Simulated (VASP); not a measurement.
SrAlO4:

```
Sr Al O
1.0
    -2.73704    2.73704    3.26967
     2.73704   -2.73704    3.26967
     2.73704    2.73704   -3.26967
Sr Al O
1 1 4
Direct
  0.50000 0.50000 0.00000
  0.00000 0.00000 0.00000
  0.12536 0.62536 0.50000
  0.62536 0.12536 0.50000
  0.87464 0.37464 0.50000
  0.37464 0.87464 0.50000
```

The cell was generated, and may not be a known phase.

| Item | Value |
| --- | --- |
| Program | VASP 6.6.1 |
| Task | relaxation of cell and atoms |
| Functional | PBE |
| Potentials or basis | VASP PAW PBE potentials, release 64 (Sr_sv, Al, O) |
| Cutoff | 600 eV |
| k mesh | 4 × 4 × 4 |
| Occupations | gaussian, width 0.2 eV |
| Spin | no spin polarisation |

At the start: pressure 0.7 GPa; volume 16.33 Å³/atom.

Task: Where does the relaxation end?

Result: Over 19 steps the energy falls by 950.6 meV/atom and the volume is 12.98 Å³/atom (-20.5 %); space group I4/mmm (No. 139, to 0.1 Å) before and after.

The path:
```csv
step,energy change (eV),largest force (eV/Å),pressure (GPa),volume (Å³)
1,0.0000,0.8158,0.74,97.98
2,-3.0694,1.9079,-12.16,97.42
3,-4.0396,0.6571,-16.17,95.08
4,-5.0039,0.0059,1.65,71.99
5,-5.1934,0.0836,-5.77,77.40
6,-5.4064,0.4818,3.99,72.39
7,-5.4281,0.2824,1.19,73.58
8,-5.4283,0.2693,1.01,73.66
9,-5.4517,0.3350,0.38,74.32
10,-5.5606,0.7643,-0.83,76.31
11,-5.5947,1.4647,0.09,80.32
12,-5.6618,0.6216,-1.22,77.69
13,-5.6979,0.1427,-1.01,79.00
14,-5.6994,0.0747,-1.12,78.72
15,-5.6996,0.0002,-1.09,78.82
16,-5.5964,1.5461,3.35,77.43
17,-5.7006,0.0935,-0.75,78.69
18,-5.7020,0.0885,0.56,77.33
19,-5.7037,0.0105,-0.02,77.91
```

Final structure:
```yaml
crystal:
  lattice:
    - [-2.24712, 2.24712, 3.85715]
    - [2.24712, -2.24712, 3.85715]
    - [2.24712, 2.24712, -3.85715]
  atoms:
    - { symbol: Sr, position: [0.50000, 0.50000, 0.00000] }
    - { symbol: Al, position: [0.00000, 0.00000, 0.00000] }
    - { symbol: O, position: [0.15375, 0.65375, 0.50000] }
    - { symbol: O, position: [0.65375, 0.15375, 0.50000] }
    - { symbol: O, position: [0.84625, 0.34625, 0.50000] }
    - { symbol: O, position: [0.34625, 0.84625, 0.50000] }
```

Caveat: the k points lie up to 0.40 Å⁻¹ apart in the final cell, too coarse for converged energies and pressures of a metal; the volume moved by over 15 % at a fixed basis, so the end points are rough; an odd number of electrons without spin polarisation forces a metal; a magnetic or distorted state may lie lower.
